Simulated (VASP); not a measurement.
# Be5Te2 (R-3m) in VASP: single point with PBE

Aim: the single point of Be5Te2 with PBE.

Everything below comes from runs of VASP 6.6.1. Logs are shortened: lines on timing, memory, paths and dates and some standing lists are left out, and cuts for length are marked.

## Step 1: The cell of the first run

It takes space group R-3m (No. 166, trigonal). The conventional cell has a = 4.107 Å, b = 4.107 Å, c = 23.140 Å, α = 90.00°, β = 90.00°, γ = 120.00°. Be (site symmetry 2/m) has 8 Be at 2.05 to 2.32 Å and 2 Te at 2.69 Å within 2.7 Å. Within 2.8 Å of Be (site symmetry 3m) lie 7 Be at 2.15 to 2.32 Å and 3 Te at 2.72 Å. Te (site symmetry 3m) has 6 Be at 2.69 to 2.72 Å within 3.5 Å.

The cell was built from a structure type or drawn by symmetry, and may not be a known phase.

## Step 2: Single point, PBE

The input, INCAR:

```
SYSTEM = Be5Te2
PREC = Accurate
ENCUT = 520
EDIFF = 1E-6
ISMEAR = 0
SIGMA = 0.1
LREAL = .FALSE.
LASPH = .TRUE.
NELM = 60
ALGO = Fast
ISIF = 2
LWAVE = .FALSE.
LCHARG = .TRUE.
GGA = PE
LELF = .TRUE.
LVHAR = .TRUE.
NBANDS = 20
```

The input, KPOINTS:

```
Automatic mesh
0
G
  12 12 12
  0 0 0
```

The input, POSCAR:

```
Be5Te2
1.0
    2.0532926039      1.1854690376      7.7134322014
   -2.0532926039      1.1854690376      7.7134322014
    0.0000000000     -2.3709380752      7.7134322014
Be Te
5 2
Direct
    0.0000000000      0.0000000000      0.5000000000
    0.5000000000      0.0000000000      0.0000000000
    0.0000000000      0.5000000000      0.0000000000
    0.4534783614      0.4534783614      0.4534783614
    0.5465216386      0.5465216386      0.5465216386
    0.7290804417      0.7290804417      0.7290804417
    0.2709195583      0.2709195583      0.2709195583
```

Potentials or basis: VASP PAW PBE potentials, release 64 (Be, Te).

Launch:

```bash
cat potpaw_PBE.64/Be/POTCAR potpaw_PBE.64/Te/POTCAR > POTCAR
mpirun -np 1 vasp_std > vasp.out
```

OUTCAR:

```text
SYSTEM = Be5Te2
   PREC = Accurate
   ENCUT = 520
   EDIFF = 1E-6
   ISMEAR = 0
   LREAL = .FALSE.
   LASPH = .TRUE.
   NELM = 60
   ISIF = 2
   GGA = PE

 ion  position               nearest neighbor table
   1  0.000  0.000  0.500-   2 2.05   3 2.05   3 2.05   2 2.05   5 2.32   4 2.32   5 2.32   4 2.32
                             6 2.69   7 2.69
   2  0.500  0.000  0.000-   3 2.05   3 2.05   1 2.05   1 2.05   5 2.32   4 2.32   5 2.32   4 2.32
                             6 2.69   7 2.69
   3  0.000  0.500  0.000-   2 2.05   2 2.05   1 2.05   1 2.05   5 2.32   5 2.32   4 2.32   4 2.32
                             6 2.69   7 2.69
   4  0.453  0.453  0.453-   5 2.15   1 2.32   1 2.32   2 2.32   2 2.32   3 2.32   3 2.32   6 2.72
                             6 2.72   6 2.72
   5  0.547  0.547  0.547-   4 2.15   1 2.32   1 2.32   2 2.32   2 2.32   3 2.32   3 2.32   7 2.72
                             7 2.72   7 2.72
   6  0.729  0.729  0.729-   2 2.69   3 2.69   1 2.69   4 2.72   4 2.72   4 2.72
   7  0.271  0.271  0.271-   2 2.69   3 2.69   1 2.69   5 2.72   5 2.72   5 2.72

  LATTYP: Found a trigonal (rhomboedric) cell.
 ALAT       =     8.0695962527
 COS(alpha) =     0.8705124335

  Lattice vectors:

 A1 = (   2.0532926039,   1.1854690376,   7.7134322014)
 A2 = (  -2.0532926039,   1.1854690376,   7.7134322014)
 A3 = (   0.0000000000,  -2.3709380752,   7.7134322014)

Analysis of symmetry for initial positions (statically):
=====================================================================
 Subroutine PRICEL returns:
 Original cell was already a primitive cell.

 Routine SETGRP: Setting up the symmetry group for a
 trigonal (rhombohedral) supercell.

 Subroutine GETGRP returns: Found 12 space group operations
 (whereof 12 operations were pure point group operations)
 out of a pool of 12 trial point group operations.

The static configuration has the point symmetry D_3d.

Analysis of symmetry for dynamics (positions and initial velocities):
=====================================================================
 Subroutine PRICEL returns:
 Original cell was already a primitive cell.

 Routine SETGRP: Setting up the symmetry group for a
 trigonal (rhombohedral) supercell.

 Subroutine GETGRP returns: Found 12 space group operations
 (whereof 12 operations were pure point group operations)
 out of a pool of 12 trial point group operations.

The dynamic configuration has the point symmetry D_3d.

 Subroutine INISYM returns: Found 12 space group operations
 (whereof 12 operations are pure point group operations),
 and found     1 'primitive' translations

----------------------------------------------------------------------------------------

                                     Primitive cell

  volume of cell :     112.6523

  direct lattice vectors                    reciprocal lattice vectors
     2.053292604  1.185469038  7.713432201     0.243511324  0.140591328  0.043214658
    -2.053292604  1.185469038  7.713432201    -0.243511324  0.140591328  0.043214658
     0.000000000 -2.370938075  7.713432201     0.000000000 -0.281182657  0.043214658

  length of vectors
     8.069596253  8.069596253  8.069596253     0.284484082  0.284484082  0.284484082

  position of ions in fractional coordinates (direct lattice)
     0.000000000  0.000000000  0.500000000
     0.500000000  0.000000000  0.000000000
     0.000000000  0.500000000  0.000000000
     0.453478361  0.453478361  0.453478361
     0.546521639  0.546521639  0.546521639
     0.729080442  0.729080442  0.729080442
     0.270919558  0.270919558  0.270919558

  ion indices of the primitive-cell ions
   primitive index   ion index
                 1           1
                 2           2
                 3           3
                 4           4
                 5           5
                 6           6
                 7           7

----------------------------------------------------------------------------------------

 KPOINTS: Automatic mesh

Automatic generation of k-mesh.
 Grid dimensions read from file:
 generate k-points for:   12   12   12

 Generating k-lattice:

  Cartesian coordinates                     Fractional coordinates (reciprocal lattice)
     0.020292610  0.011715944  0.003601221     0.083333333  0.000000000  0.000000000
    -0.020292610  0.011715944  0.003601221     0.000000000  0.083333333  0.000000000
     0.000000000 -0.023431888  0.003601221     0.000000000  0.000000000  0.083333333

  Length of vectors
     0.023707007  0.023707007  0.023707007

  Shift w.r.t. Gamma in fractional coordinates (k-lattice)
     0.000000000  0.000000000  0.000000000

 Subroutine IBZKPT returns following result:
 ===========================================

 Found    189 irreducible k-points:

 Following reciprocal coordinates:
            Coordinates               Weight
  0.000000  0.000000  0.000000      1.000000
  0.083333  0.000000  0.000000      6.000000
  0.166667 -0.000000 -0.000000      6.000000
  0.250000  0.000000  0.000000      6.000000
  0.333333  0.000000  0.000000      6.000000
  0.416667  0.000000  0.000000      6.000000
[... 16 lines left out ...]
  0.500000  0.166667 -0.000000     12.000000
 -0.416667  0.166667 -0.000000     12.000000
 [... further k-points ...]
   k-points           NKPTS =    189   k-points in BZ     NKDIM =    189   number of bands    NBANDS=     20
   number of dos      NEDOS =    301   number of ions     NIONS =      7
   total plane-waves  NPLWV = 216000
   dimension x,y,z NGX =    60 NGY =   60 NGZ =   60
   dimension x,y,z NGXF=   120 NGYF=  120 NGZF=  120
   ions per type =               5   2
   NGX,Y,Z   is equivalent  to a cutoff of  12.36, 12.36, 12.36 a.u.
   NGXF,Y,Z  is equivalent  to a cutoff of  24.72, 24.72, 24.72 a.u.
 SYSTEM =  Be5Te2
   PREC   = accura    normal or accurate (medium, high low for compatibility)
   ISTART =      0    job   : 0-new  1-cont  2-samecut
   ICHARG =      2    charge: 1-file 2-atom 10-const
   ISPIN  =      1    spin polarized calculation?
   LNONCOLLINEAR =      F non collinear calculations
   LSORBIT =      F    spin-orbit coupling
   LASPH  =      T    aspherical Exc in radial PAW
   ENCUT  =  520.0 eV  38.22 Ry    6.18 a.u.  15.00 15.00 15.00*2*pi/ulx,y,z
   NELM   =     60;   NELMIN=  2; NELMDL= -5     # of ELM steps
   EDIFF  = 0.1E-05   stopping-criterion for ELM
   LREAL  =      F    real-space projection
   EDIFFG = 0.1E-04   stopping-criterion for IOM
   NSW    =      0    number of steps for IOM
   IBRION =     -1    ionic relax: 0-MD 1-quasi-New 2-CG
   NFREE  =      0    steps in history (QN), initial steepest desc. (CG)
   ISIF   =      2    stress and relaxation
   ISYM   =      2    0-nonsym 1-usesym 2-fastsym
   POTIM  = 0.5000    time-step for ionic-motion
   TEBEG  =    0.0;   TEEND  =   0.0 temperature during run
   PSTRESS=    0.0 pullay stress
   NELECT =      22.0000    total number of electrons
   NUPDOWN=      -1.0000    fix difference up-down
   EMIN   =  10.00;   EMAX   =-10.00  energy-range for DOS
   EFERMI =   0.00;   METHOD = LEGACY
   ISMEAR =     0;   SIGMA  =   0.10  broadening in eV -4-tet -1-fermi 0-gaus
   EFERMI_NEDOS =   21; number of points for ismear=-14 and -15
   IALGO  =     68    algorithm
   IMIX   =      4    mixing-type and parameters
     AMIX     =   0.40;   BMIX     =  1.00
     AMIX_MAG =   1.60;   BMIX_MAG =  1.00
  volume/ion in A,a.u.               =      16.09       108.60
  Fermi-wavevector in a.u.,A,eV,Ry     =   0.949808  1.794876 12.274290  0.902135
  Thomas-Fermi vector in A             =   2.078125
   LORBIT       =      0    0 simple, 1 ext, 2 COOP (PROOUT), +10 PAW based schemes
   GGA     = PE    functional components
   LHFCALC =     F    Hartree Fock is set to
   AEXX    =    0.0000 exact exchange contribution
   IVDW    =     0    specifies the selected vdW correction
   LEPSILON=     F    determine dielectric tensor
   LRPA    =     F    only Hartree local field effects (RPA)
 non-spin polarized calculation
 RMM-DIIS sequential band-by-band and
 Gauss-broadening in eV      SIGMA  =   0.10
  energy-cutoff  :      520.00
  volume of cell :      112.65
 maximum number of plane-waves:      3071
   NGX = 31   NGY = 31   NGZ = 31

 number of electron      22.0000000 magnetization

 Free energy of the ion-electron system (eV)
  ---------------------------------------------------
  ext. energy  EPLUGINS =         0.00000000
  ---------------------------------------------------
  free energy    TOTEN  =       -23.88601387 eV

  energy without entropy =      -23.86957483  energy(sigma->0) =      -23.87779435

 E-fermi :   5.7454     XC(G=0):  -9.4935

 val. band max:        5.7436466581   @ k =   0.5000   0.5000   0.1667
 cond. band min:       5.7460817897   @ k =  -0.4167   0.2500   0.1667
 fundamental gap:      0.0024351316
 Fermi energy:         5.7453981164

 k-point     1 :       0.0000    0.0000    0.0000
  band No.  band energies     occupation
      1      -6.8855      2.00000
      2      -6.0085      2.00000
      3      -2.4690      2.00000
      4       2.1304      2.00000
      5       3.1540      2.00000
      6       3.1540      2.00000
[... 12 lines left out ...]
     19      10.8063      0.00000
     20      10.9987      0.00000

 k-point     2 :       0.0833    0.0000    0.0000
  band No.  band energies     occupation
      1      -6.8334      2.00000
      2      -5.9724      2.00000
      3      -2.4114      2.00000
      4       2.0942      2.00000
      5       2.6060      2.00000
      6       3.0694      2.00000
[... 12 lines left out ...]
     19      10.7310      0.00000
     20      11.3944      0.00000
[... 465 lines left out ...]
      3      -1.3997      2.00000
      4      -0.0473      2.00000
      5       0.4815      2.00000
      6       1.0113      2.00000
[... 12 lines left out ...]
     19      12.7351      0.00000
     20      14.0217      0.00000

 k-point    24 :      -0.4167    0.1667   -0.0000
  band No.  band energies     occupation
      1      -5.6300      2.00000
      2      -5.5168      2.00000
      3      -1.3320      2.00000
      4      -0.2697      2.00000
      5       0.6097      2.00000
      6       0.7419      2.00000
[... 12 lines left out ...]
     19      13.6429      0.00000
     20      13.8918      0.00000

 [... further k-points ...]
[... 5 lines left out ...]
  --------------------------------------------------------------------------------------
  -------------------------------------------------------------------------------------
  Total        0.0433084      0.0433084      0.0782896      0.0000000      0.0000000      0.0000000
  in kB        0.6159456      0.6159456      1.1134607      0.0000000      0.0000000      0.0000000
  external PRESSURE =       0.7817840 kB  Pullay stress =       0.0000000 kB

 VOLUME and BASIS-vectors are now :
 -----------------------------------------------------------------------------
  energy-cutoff  :      520.00
  volume of cell :      112.65
      direct lattice vectors                 reciprocal lattice vectors
     2.053292604  1.185469038  7.713432201     0.243511324  0.140591328  0.043214658
    -2.053292604  1.185469038  7.713432201    -0.243511324  0.140591328  0.043214658
     0.000000000 -2.370938075  7.713432201     0.000000000 -0.281182657  0.043214658

 POSITION                                       TOTAL-FORCE (eV/Angst)
 -----------------------------------------------------------------------------------
      0.00000     -1.18547      3.85672         0.000000      0.000000     -0.000000
      1.02665      0.59273      3.85672        -0.000000      0.000000     -0.000000
     -1.02665      0.59273      3.85672         0.000000      0.000000      0.000000
      0.00000      0.00000     10.49362         0.000000      0.000000      0.002397
      0.00000      0.00000     12.64667         0.000000      0.000000     -0.002397
      0.00000      0.00000     16.87114         0.000000     -0.000000     -0.018190
      0.00000      0.00000      6.26916         0.000000     -0.000000      0.018190
 -----------------------------------------------------------------------------------
    total drift:                                0.000000      0.000000     -0.000000

  FREE ENERGIE OF THE ION-ELECTRON SYSTEM (eV)
  ---------------------------------------------------
  free  energy   TOTEN  =       -23.8860138702 eV

  energy  without entropy=      -23.8695748272  energy(sigma->0) =      -23.87779435
```

Run time: 8.1 min. Hardware: 1 thread of Intel Xeon 6975P-C (Granite Rapids), shared host; peak memory 0.73 GiB.

Results:

```
Free energy            : -23.8860 eV
Pressure               : 0.1 GPa
Largest force          : 0.018 eV/Å
Band gap on the k mesh : zero (bands 11 and 12 overlap by 0.75 eV)
```

Forces in eV/Å, atoms in the order of the input:
```
Be   0.000  0.000  0.000
Be   0.000  0.000  0.000
Be   0.000  0.000  0.000
Be   0.000  0.000  0.002
Be   0.000  0.000 -0.002
Te   0.000  0.000 -0.018
Te   0.000  0.000  0.018
```

Caveat: semilocal functionals underestimate gaps, so a narrow gap can read as zero; spin-orbit coupling is left out, which moves the levels of the heavy elements.
